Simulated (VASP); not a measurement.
# Al48N49 (a cell with a defect) in VASP: notebook, part 2 of 2

VASP 6.6.1. The steps go on from the part before.

## (3) Single point, PBEsol

INCAR reads:

```
PREC = Accurate ; ENCUT = 520
EDIFF = 1E-6 ; ISMEAR = -1
SIGMA = 0.05 ; LREAL = Auto
LASPH = T ; NELM = 120
ALGO = Normal ; ISIF = 2
LWAVE = F ; LCHARG = F
GGA = PS ; NELECT = 388.0
ISYM = -1 ; NBANDS = 248
GGA_COMPAT = F
```

KPOINTS reads:

```
explicit points
1
Reciprocal
  0.25000000   0.25000000   0.25000000 1
```

POSCAR reads:

```
Al48N49
1.0
    9.3414480000      0.0000000000      0.0000000000
    0.0000000000     10.7865750000      0.0000000000
    0.0000000000      0.0000000000      9.9670570000
Al N
48 49
Direct
    0.1663750000      0.0831200000      0.2472870000
    0.1622650000      0.0775640000      0.7480630000
    0.0011250000      0.3340870000      0.2492990000
    0.0000370000      0.3336030000      0.7478910000
    0.5003390000      0.0831550000      0.2493550000
    0.5003750000      0.0829520000      0.7485110000
    0.3298430000      0.3310330000      0.2397130000
    0.3121510000      0.3139960000      0.7504280000
    0.1687690000      0.5841850000      0.2471460000
    0.1722830000      0.5840010000      0.7468470000
    0.0015790000      0.8337580000      0.2477660000
    0.0014630000      0.8321750000      0.7475910000
    0.8348810000      0.0841550000      0.2502100000
    0.8353660000      0.0843640000      0.7483730000
    0.6684960000      0.3334720000      0.2450670000
    0.6877030000      0.3252190000      0.7688710000
    0.5024840000      0.5886720000      0.2426680000
    0.5135410000      0.6133760000      0.7531910000
    0.3345360000      0.8348540000      0.2479450000
    0.3342680000      0.8369510000      0.7469350000
    0.8362890000      0.5851550000      0.2496150000
    0.8376720000      0.5859040000      0.7477340000
    0.6689390000      0.8360130000      0.2477120000
    0.6733660000      0.8420630000      0.7481500000
    0.9999650000      0.1677430000      0.4977160000
    0.0013580000      0.1672980000      0.9987300000
    0.3313980000      0.1649740000      0.4954560000
    0.3349480000      0.1637710000      0.9976370000
    0.1657030000      0.4168810000      0.4950830000
    0.1686120000      0.4179400000      0.9962890000
    0.0025860000      0.6673890000      0.4977470000
    0.0033300000      0.6671620000      0.9976190000
    0.6650740000      0.1701020000      0.4985550000
    0.6690930000      0.1629310000      0.0039350000
    0.4887520000      0.4212800000      0.4631720000
    0.5037410000      0.4172900000      0.9961810000
    0.3359800000      0.6685270000      0.4968130000
    0.3339620000      0.6689900000      0.9976570000
    0.1668630000      0.9166120000      0.4967130000
    0.1679860000      0.9166370000      0.9982170000
    0.8304660000      0.4180860000      0.4973260000
    0.8396060000      0.4187550000      0.0037840000
    0.6706900000      0.6709930000      0.4958400000
    0.6735790000      0.6697490000      0.9995460000
    0.5015790000      0.9179870000      0.4975430000
    0.5019240000      0.9170250000      0.9982330000
    0.8352850000      0.9189610000      0.4972100000
    0.8368200000      0.9176960000      0.9988100000
    0.0005750000      0.1680820000      0.1892360000
    0.0007230000      0.1681020000      0.6891280000
    0.3338760000      0.1645810000      0.1863630000
    0.3286640000      0.1556550000      0.6871310000
    0.1659640000      0.4180110000      0.1857630000
    0.1655070000      0.4163420000      0.6872770000
    0.0023900000      0.6672260000      0.1884690000
    0.0051170000      0.6658930000      0.6884640000
    0.6673280000      0.1656800000      0.1926470000
    0.6663810000      0.1696800000      0.6913330000
    0.4993060000      0.4184770000      0.1900260000
    0.4461840000      0.4042200000      0.6501170000
    0.3342160000      0.6686310000      0.1872080000
    0.3389400000      0.6694730000      0.6883590000
    0.1678040000      0.9169210000      0.1884570000
    0.1662770000      0.9140960000      0.6873970000
    0.8356080000      0.4186490000      0.1924490000
    0.8342490000      0.4178420000      0.6896360000
    0.6709790000      0.6691510000      0.1884340000
    0.6794800000      0.6793550000      0.6864070000
    0.5013660000      0.9172750000      0.1887380000
    0.5029800000      0.9177490000      0.6887230000
    0.8358800000      0.9183470000      0.1891820000
    0.8388170000      0.9207910000      0.6879990000
    0.1647420000      0.0827820000      0.4377520000
    0.1668510000      0.0831030000      0.9383920000
    0.9977610000      0.3346180000      0.4398800000
    0.0024730000      0.3340000000      0.9381380000
    0.4999620000      0.0847540000      0.4400130000
    0.5024830000      0.0835660000      0.9388990000
    0.3249490000      0.3287980000      0.4278300000
    0.3365420000      0.3320240000      0.9364450000
    0.1697740000      0.5838030000      0.4386180000
    0.1702410000      0.5837770000      0.9371660000
    0.0005590000      0.8335500000      0.4383400000
    0.0018700000      0.8332480000      0.9384340000
    0.8323960000      0.0862290000      0.4406850000
    0.8352590000      0.0839450000      0.9390910000
    0.6621590000      0.3366570000      0.4378450000
    0.6745140000      0.3305680000      0.9536050000
    0.5033340000      0.5900280000      0.4334940000
    0.5043870000      0.5868740000      0.9407050000
    0.3345970000      0.8349300000      0.4387400000
    0.3352940000      0.8347020000      0.9376560000
    0.8353080000      0.5846300000      0.4400210000
    0.8365090000      0.5833700000      0.9386200000
    0.6686290000      0.8367810000      0.4376520000
    0.6696830000      0.8354530000      0.9388500000
    0.5462990000      0.4439320000      0.7264330000
```

Potentials or basis: VASP PAW PBE potentials, release 64 (Al, N).

On the command line:

```sh
cat potpaw_PBE.64/Al/POTCAR potpaw_PBE.64/N/POTCAR > POTCAR
mpirun -np 1 vasp_std > vasp.out
```

Wall time 8.8 min (1 thread of Intel Xeon Platinum 8488C (Sapphire Rapids), shared host); peak memory 0.88 GiB.

It converged, with:

| Property | Result |
| --- | --- |
| Free energy | -762.7027 eV |
| Largest force | 0.209 eV/Å |

Forces in eV/Å, atoms in the order of the input:
```
Al   0.004  0.008 -0.002
Al  -0.036 -0.002  0.006
Al   0.009  0.000  0.007
Al   0.001  0.063 -0.026
Al  -0.007  0.006  0.003
Al   0.021 -0.004  0.003
Al  -0.001  0.009  0.011
Al  -0.100  0.182  0.019
Al   0.006 -0.003 -0.003
Al  -0.005 -0.045  0.000
Al  -0.002  0.001 -0.001
Al  -0.002 -0.008  0.004
Al   0.007  0.008  0.003
Al   0.004  0.016  0.002
Al  -0.006  0.009  0.027
Al   0.078  0.068 -0.168
Al  -0.005 -0.014 -0.037
Al  -0.100 -0.046  0.154
Al  -0.003 -0.001 -0.005
Al  -0.001 -0.006  0.010
Al  -0.002  0.007 -0.003
Al   0.028 -0.055  0.001
Al   0.004 -0.003 -0.006
Al  -0.014  0.023  0.025
Al  -0.001  0.013  0.002
Al  -0.002  0.008  0.003
Al  -0.002  0.016 -0.032
Al  -0.003  0.002  0.011
Al  -0.010 -0.022  0.024
Al  -0.003  0.005 -0.008
Al   0.001 -0.007  0.003
Al   0.004 -0.012 -0.005
Al   0.002  0.030 -0.010
Al  -0.010 -0.022  0.002
Al   0.064 -0.155  0.045
Al  -0.023  0.049 -0.012
Al  -0.028  0.020 -0.012
Al   0.032 -0.020 -0.007
Al   0.000 -0.002 -0.009
Al   0.004 -0.010 -0.002
Al  -0.010 -0.020  0.032
Al   0.034  0.020 -0.010
Al   0.021  0.004 -0.018
Al  -0.041 -0.015 -0.004
Al  -0.003  0.003 -0.005
Al  -0.004 -0.013  0.001
Al   0.005  0.003 -0.016
Al   0.004 -0.006  0.001
N   -0.003 -0.008 -0.001
N    0.003 -0.021  0.003
N    0.001 -0.007  0.003
N    0.054  0.040 -0.022
N   -0.002  0.002 -0.005
N   -0.086 -0.018  0.016
N   -0.004  0.002  0.003
N   -0.004  0.024 -0.003
N    0.002  0.004 -0.010
N   -0.010 -0.009  0.015
N    0.004  0.001 -0.006
N   -0.033 -0.127 -0.161
N   -0.006  0.007  0.022
N    0.013 -0.003 -0.016
N   -0.001  0.002  0.002
N    0.012  0.011 -0.002
N   -0.007 -0.003 -0.010
N    0.073 -0.008  0.019
N    0.006  0.004  0.023
N   -0.024 -0.071 -0.027
N    0.003  0.001  0.002
N   -0.001 -0.004  0.001
N   -0.002  0.001  0.000
N   -0.006 -0.018 -0.003
N    0.004 -0.004  0.007
N    0.008 -0.001 -0.008
N    0.000 -0.004 -0.015
N   -0.006 -0.014  0.016
N   -0.002 -0.008  0.004
N    0.001  0.004 -0.005
N   -0.023  0.017 -0.019
N    0.009 -0.019 -0.007
N    0.006  0.008  0.000
N   -0.005  0.007  0.006
N    0.000  0.002  0.003
N   -0.001  0.005 -0.002
N   -0.002 -0.008  0.004
N   -0.004  0.004  0.001
N    0.027 -0.003 -0.034
N   -0.052  0.018 -0.034
N   -0.019 -0.018  0.049
N   -0.002  0.073  0.079
N    0.005 -0.001  0.003
N   -0.003  0.014 -0.005
N   -0.006  0.009  0.002
N   -0.001  0.004  0.008
N   -0.003 -0.003  0.009
N    0.006  0.007 -0.011
N    0.171  0.024  0.116
```

Levels at points of the mesh, in eV from the Fermi level:
```csv
k point,band 192,band 193,band 194,band 195,band 196,band 197
"(0.25, 0.25, 0.25)",-1.43,-1.35,-0.11,0.12,3.62,3.79
```

Caveat: the cell carries a net charge on a neutralising background, which shifts energy and pressure; the cell is charged against a uniform background, so pressure and absolute levels hang on convention; the PAW data sets were made with another functional, which shifts forces and pressure a little.

## (4) Single point, PBEsol

INCAR reads:

```
PREC = Accurate ; ENCUT = 520
EDIFF = 1E-7 ; ISMEAR = -1
SIGMA = 0.05 ; LREAL = Auto
LASPH = T ; NELM = 60
ALGO = Normal ; ISIF = 2
LWAVE = F ; LCHARG = F
GGA = PS ; NELECT = 388.0
ISYM = 0 ; NBANDS = 248
```

KPOINTS reads:

```
Automatic mesh
0
Gamma
  1 1 1
  0.25 0.25 0.25
```

POSCAR is that of step 3.

On the command line:

```sh
cat potpaw_PBE.64/Al/POTCAR potpaw_PBE.64/N/POTCAR > POTCAR
mpirun -np 1 vasp_std > vasp.out
```

Wall time 44 min (1 thread of Oxide Virtual Turin-like, shared host); peak memory 1.2 GiB.

The run converged. Its results:

- Free energy: -762.7008 eV
- Largest force: 0.224 eV/Å

Forces in eV/Å, atoms in the order of the input:
```
Al   0.005  0.008 -0.002
Al  -0.035 -0.002  0.006
Al   0.009  0.000  0.008
Al   0.012  0.062 -0.027
Al  -0.005  0.006  0.003
Al   0.023 -0.004  0.004
Al   0.001  0.007  0.011
Al  -0.100  0.186  0.016
Al   0.007 -0.002 -0.002
Al  -0.002 -0.047  0.000
Al  -0.001  0.000 -0.001
Al  -0.002 -0.009  0.004
Al   0.007  0.008  0.003
Al   0.003  0.015  0.001
Al  -0.005  0.009  0.028
Al   0.076  0.072 -0.169
Al  -0.003 -0.015 -0.036
Al  -0.099 -0.048  0.152
Al  -0.003 -0.001 -0.005
Al   0.001 -0.005  0.011
Al  -0.002  0.005 -0.002
Al   0.028 -0.057  0.001
Al   0.005 -0.004 -0.006
Al  -0.013  0.022  0.024
Al  -0.003  0.013  0.002
Al  -0.004  0.007  0.003
Al  -0.003  0.014 -0.032
Al  -0.004  0.002  0.009
Al  -0.012 -0.022  0.028
Al  -0.003  0.003 -0.011
Al   0.000 -0.007  0.002
Al   0.003 -0.012 -0.005
Al   0.001  0.031 -0.010
Al  -0.012 -0.022  0.002
Al   0.063 -0.155  0.048
Al  -0.023  0.048 -0.015
Al  -0.029  0.019 -0.013
Al   0.030 -0.020 -0.008
Al  -0.003 -0.002 -0.011
Al   0.003 -0.010 -0.001
Al  -0.012 -0.021  0.029
Al   0.032  0.020 -0.009
Al   0.019  0.004 -0.018
Al  -0.042 -0.016 -0.004
Al  -0.004  0.002 -0.005
Al  -0.006 -0.012  0.001
Al   0.003  0.003 -0.016
Al   0.003 -0.006  0.001
N   -0.002 -0.008 -0.001
N    0.002 -0.021  0.003
N    0.000 -0.006  0.004
N    0.054  0.041 -0.024
N   -0.003  0.000 -0.004
N   -0.094 -0.020  0.012
N   -0.003  0.003  0.002
N   -0.005  0.027 -0.003
N    0.002  0.004 -0.009
N   -0.008 -0.009  0.016
N    0.004  0.001 -0.007
N   -0.050 -0.121 -0.160
N   -0.007  0.007  0.023
N    0.010 -0.004 -0.018
N   -0.002  0.003  0.001
N    0.012  0.013 -0.003
N   -0.007 -0.001 -0.011
N    0.063 -0.003  0.026
N    0.006  0.006  0.022
N   -0.026 -0.069 -0.026
N    0.003  0.001  0.001
N   -0.003 -0.004  0.002
N   -0.001  0.001  0.000
N   -0.007 -0.017 -0.003
N    0.005 -0.004  0.008
N    0.009 -0.001 -0.009
N    0.000 -0.003 -0.016
N   -0.004 -0.012  0.015
N   -0.002 -0.007  0.005
N    0.002  0.005 -0.005
N   -0.021  0.018 -0.020
N    0.008 -0.020 -0.007
N    0.007  0.008  0.000
N   -0.004  0.008  0.007
N    0.002  0.002  0.005
N    0.000  0.005 -0.002
N   -0.001 -0.009  0.004
N   -0.001  0.004  0.002
N    0.029 -0.004 -0.033
N   -0.051  0.016 -0.031
N   -0.019 -0.017  0.048
N    0.000  0.074  0.079
N    0.007  0.000  0.003
N   -0.002  0.015 -0.005
N   -0.004  0.009  0.002
N    0.000  0.005  0.007
N   -0.001 -0.002  0.010
N    0.007  0.006 -0.010
N    0.192  0.012  0.115
```

Levels at points of the mesh, in eV from the Fermi level:
| k point | band 191 | band 192 | band 193 | band 194 | band 195 | band 196 | band 197 | band 198 |
| --- | --- | --- | --- | --- | --- | --- | --- | --- |
| (0.25, 0.25, 0.25) | -1.50 | -1.44 | -1.36 | -0.12 | 0.11 | 3.62 | 3.79 | 4.00 |

Caveat: the cell carries a net charge on a neutralising background, which shifts energy and pressure; the cell is charged against a uniform background, so pressure and absolute levels hang on convention; the PAW data sets were made with another functional, which shifts forces and pressure a little.
